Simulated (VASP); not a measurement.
# Ti3Se (P-6m2) in VASP: further runs, part 2 of 2

VASP 6.6.1.

## 5. Relaxation of cell and atoms, PBEsol, target pressure 10 GPa, at which the enthalpy is minimised

This run uses another cell than the first one, of 17.58 Å³/atom, 0.962 times its volume.

The input, INCAR:

```
SYSTEM = Ti3Se
ALGO = Normal
EDIFF = 1E-6
EDIFFG = -0.01
ENCUT = 600
GGA = PS
IBRION = 2
ISIF = 3
ISMEAR = -1
LASPH = .TRUE.
LCHARG = .FALSE.
LREAL = .FALSE.
LWAVE = .FALSE.
NELM = 60
NSW = 60
PREC = Accurate
PSTRESS = 100.0
SIGMA = 0.05
```

The input, KPOINTS:

```
k-points
0
G
  10 10 4
  0 0 0
```

The input, POSCAR:

```
Ti3Se
1.0
    3.1974455988      0.0000000000      0.0000000000
   -1.5987227994      2.7690691158      0.0000000000
    0.0000000000      0.0000000000      7.9427450000
Se Ti
1 3
Direct
    0.0000000000      0.0000000000      0.0000000000
    0.6666666667      0.3333333333      0.5000000000
    0.3333333333      0.6666666667      0.7729020000
    0.3333333333      0.6666666667      0.2270980000
```

Command:

```
cat potpaw_PBE.64/Se/POTCAR potpaw_PBE.64/Ti_sv/POTCAR > POTCAR
mpirun -np 1 vasp_std > vasp.out
```

It took 6.3 min on 1 thread of Intel Xeon 6975P-C (Granite Rapids), shared host; peak memory 0.28 GiB.

Results (log left out):

| Property | Result |
| --- | --- |
| Free energy | -30.8056 eV |
| Relaxed volume | 15.70 Å³/atom |
| Relaxed cell | a = 3.066 Å, b = 3.066 Å, c = 7.714 Å, α = 90.00°, β = 90.00°, γ = 120.00° |
| Space group after relaxing (to 0.05 Å) | P-6m2 (No. 187) |
| Energy change on relaxing (the enthalpy is what falls) | +26.1 meV/atom |
| Ionic steps | 10 |
| Pressure after relaxing | 10.0 GPa |
| Largest force after relaxing | 0.007 eV/Å |
| Band gap on the k mesh | zero (band 21 reaches 9.60 eV, above the bottom of band 22 at 9.00 eV) |

Forces on the atoms (eV/Å):
```
Se   0.000  0.000  0.000
Ti   0.000  0.000  0.000
Ti   0.000  0.000  0.007
Ti   0.000  0.000 -0.007
```

Step by step:
| step | energy change (eV) | largest force (eV/Å) | pressure (GPa) | volume (Å³) |
| --- | --- | --- | --- | --- |
| 1 | 0.0000 | 0.0710 | -4.35 | 70.32 |
| 2 | 1.1492 | 1.2577 | 36.63 | 55.48 |
| 3 | 0.0856 | 0.3540 | 9.45 | 63.31 |
| 4 | 0.0963 | 0.3684 | 9.88 | 63.13 |
| 5 | 0.1050 | 0.3799 | 10.25 | 63.00 |
| 6 | 0.1067 | 0.1347 | 10.30 | 62.79 |
| 7 | 0.1120 | 0.0101 | 10.26 | 62.68 |
| 8 | 0.1124 | 0.0017 | 10.31 | 62.67 |
| 9 | 0.0952 | 0.0175 | 9.66 | 62.95 |
| 10 | 0.1045 | 0.0072 | 9.98 | 62.80 |

Final structure:
```
Se Ti
1.0
     3.06601    0.00000    0.00000
    -1.53300    2.65524    0.00000
     0.00000    0.00000    7.71358
Se Ti
1 3
Direct
  0.00000 0.00000 0.00000
  0.66667 0.33333 0.50000
  0.33333 0.66667 0.76981
  0.33333 0.66667 0.23019
```

Levels at points of the mesh, in eV from the Fermi level:
| k point | band 19 | band 20 | band 21 | band 22 | band 23 | band 24 |
| --- | --- | --- | --- | --- | --- | --- |
| (0.00, 0.00, 0.00) | -0.18 | 0.18 | 0.18 | 0.33 | 0.33 | 1.18 |
| (0.50, 0.00, 0.00) | -1.77 | -0.58 | -0.48 | 0.21 | 0.96 | 1.04 |
| (0.00, 0.00, 0.50) | -0.83 | 0.42 | 0.42 | 0.72 | 0.72 | 0.86 |
| (0.50, 0.00, 0.50) | -1.66 | -0.99 | -0.94 | 0.82 | 1.00 | 1.17 |

Caveat: the cell is relaxed towards a set pressure, so the enthalpy falls and the energy may rise; the PAW data sets were made with another functional, which shifts forces and pressure a little.

## 6. Relaxation of cell and atoms, PBEsol, target pressure 20 GPa, at which the enthalpy is minimised

This run uses another cell than the first one, of 17.58 Å³/atom, 0.962 times its volume.

The input, INCAR:

```
SYSTEM = Ti3Se
ALGO = Normal
EDIFF = 1E-7
EDIFFG = -0.01
ENCUT = 600
GGA = PS
IBRION = 2
ISIF = 3
ISMEAR = -1
LASPH = .True.
LCHARG = .False.
LREAL = .False.
LWAVE = .False.
NELM = 100
NSW = 60
PREC = Accurate
PSTRESS = 200.0
SIGMA = 0.05
```

The input, KPOINTS:

```
k-points
0
Gamma
  10 10 4
  0 0 0
```

POSCAR is that of step 5.

Potentials or basis: VASP PAW PBE potentials, release 64 (Se, Ti_sv).

Command:

```
cat potpaw_PBE.64/Se/POTCAR potpaw_PBE.64/Ti_sv/POTCAR > POTCAR
mpirun -np 1 vasp_std > vasp.out
```

It took 8.6 min on 1 thread of Intel Xeon 6975P-C (Granite Rapids), shared host; peak memory 0.29 GiB.

The run converged. Its results:

```
Free energy                                            : -30.4782 eV
Relaxed volume                                         : 14.81 Å³/atom
Relaxed cell                                           : a = 3.000 Å, b = 3.000 Å, c = 7.602 Å, α = 90.00°, β = 90.00°, γ = 120.00°
Space group after relaxing (to 0.05 Å)                 : P-6m2 (No. 187)
Energy change on relaxing (the enthalpy is what falls) : +108.0 meV/atom
Ionic steps                                            : 11
Pressure after relaxing                                : 20.0 GPa
Largest force after relaxing                           : 0.003 eV/Å
Band gap on the k mesh                                 : zero (band 21 reaches 10.30 eV, above the bottom of band 22 at 9.68 eV)
```

Forces in eV/Å, atoms in the order of the input:
```
Se   0.000  0.000  0.000
Ti   0.000  0.000  0.000
Ti   0.000  0.000 -0.003
Ti   0.000  0.000  0.003
```

Step by step:
| step | energy change (eV) | largest force (eV/Å) | pressure (GPa) | volume (Å³) |
| --- | --- | --- | --- | --- |
| 1 | 0.0000 | 0.0713 | -4.37 | 70.32 |
| 2 | 4.7152 | 3.3271 | 97.42 | 46.47 |
| 3 | 0.3274 | 0.6010 | 17.64 | 60.41 |
| 4 | 0.3931 | 0.6596 | 19.46 | 59.85 |
| 5 | 0.4176 | 0.6807 | 20.11 | 59.65 |
| 6 | 0.4251 | 0.1734 | 20.11 | 59.33 |
| 7 | 0.4377 | 0.0163 | 20.14 | 59.20 |
| 8 | 0.4366 | 0.0029 | 20.16 | 59.21 |
| 9 | 0.4213 | 0.0017 | 19.73 | 59.34 |
| 10 | 0.4280 | 0.0022 | 19.91 | 59.28 |
| 11 | 0.4320 | 0.0033 | 20.00 | 59.25 |

Final structure:
```cif
data_structure
_symmetry_space_group_name_H-M 'P 1'
_symmetry_Int_Tables_number 1
_cell_length_a 3.0000
_cell_length_b 3.0000
_cell_length_c 7.6015
_cell_angle_alpha 90.000
_cell_angle_beta 90.000
_cell_angle_gamma 120.000
_cell_volume 59.25
loop_
_atom_site_label
_atom_site_type_symbol
_atom_site_fract_x
_atom_site_fract_y
_atom_site_fract_z
_atom_site_occupancy
Se1 Se 0.00000 0.00000 0.00000 1
Ti1 Ti 0.66667 0.33333 0.50000 1
Ti2 Ti 0.33333 0.66667 0.76796 1
Ti3 Ti 0.33333 0.66667 0.23204 1
```

Levels at points of the mesh, in eV from the Fermi level:
```
           k point  band 17  band 18  band 19  band 20  band 21  band 22  band 23  band 24  band 25
(0.00, 0.00, 0.00)    -0.94    -0.94    -0.23     0.19     0.19     0.34     0.34     1.33     1.36
(0.50, 0.00, 0.00)    -2.47    -2.29    -1.88    -0.52    -0.50     0.21     1.04     1.18     2.72
(0.00, 0.00, 0.50)    -1.10    -1.10    -0.96     0.43     0.43     0.78     0.78     1.05     1.32
(0.50, 0.00, 0.50)    -2.46    -1.98    -1.72    -1.06    -0.94     0.96     1.07     1.27     1.51
```

Caveat: the cell is relaxed towards a set pressure, so the enthalpy falls and the energy may rise; the volume moved by over 15 % at a fixed basis, so the end points are rough; the PAW data sets were made with another functional, which shifts forces and pressure a little.

## 7. The runs side by side

| task | level | potentials or basis | cell | cutoff (eV) | gap on the mesh (eV) | pressure (GPa) | largest force (eV/Å) |
| --- | --- | --- | --- | --- | --- | --- | --- |
| single point | LDA | VASP PAW LDA potentials, release 64 (Se, Ti_sv) | a = 3.240, b = 3.240, c = 8.047 Å, angles 90.0, 90.0, 120.0°, 4 atoms | 520 | none | -11.3 | 0.19 |
| single point | LDA | VASP PAW LDA potentials, release 64 (Se, Ti_sv) | a = 3.260, b = 3.260, c = 8.099 Å, angles 90.0, 90.0, 120.0°, 4 atoms | 520 | none | -12.8 | 0.23 |
| relaxation of cell and atoms | PBEsol | VASP PAW PBE potentials, release 64 (Se, Ti_sv) | relaxed to 5 GPa from a = 3.197, b = 3.197, c = 7.943 Å, angles 90.0, 90.0, 120.0°, 4 atoms | 600 | none | 5.0 | 0.01 |
| relaxation of cell and atoms | PBEsol | VASP PAW PBE potentials, release 64 (Se, Ti_sv) | relaxed to 10 GPa from a = 3.197, b = 3.197, c = 7.943 Å, angles 90.0, 90.0, 120.0°, 4 atoms | 600 | none | 10.0 | 0.01 |
| relaxation of cell and atoms | PBEsol | VASP PAW PBE potentials, release 64 (Se, Ti_sv) | relaxed to 20 GPa from a = 3.197, b = 3.197, c = 7.943 Å, angles 90.0, 90.0, 120.0°, 4 atoms | 600 | none | 20.0 | - |

Alike in all rows: no spin polarisation; k mesh 10 × 10 × 4; smearing fermi-dirac 0.05 eV.

Caveats: the cell is relaxed towards a set pressure, so the enthalpy falls and the energy may rise (some runs); the PAW data sets were made with another functional, which shifts forces and pressure a little (some runs); the volume moved by over 15 % at a fixed basis, so the end points are rough (some runs).

Absolute energies hang on the potentials; compare differences alone.
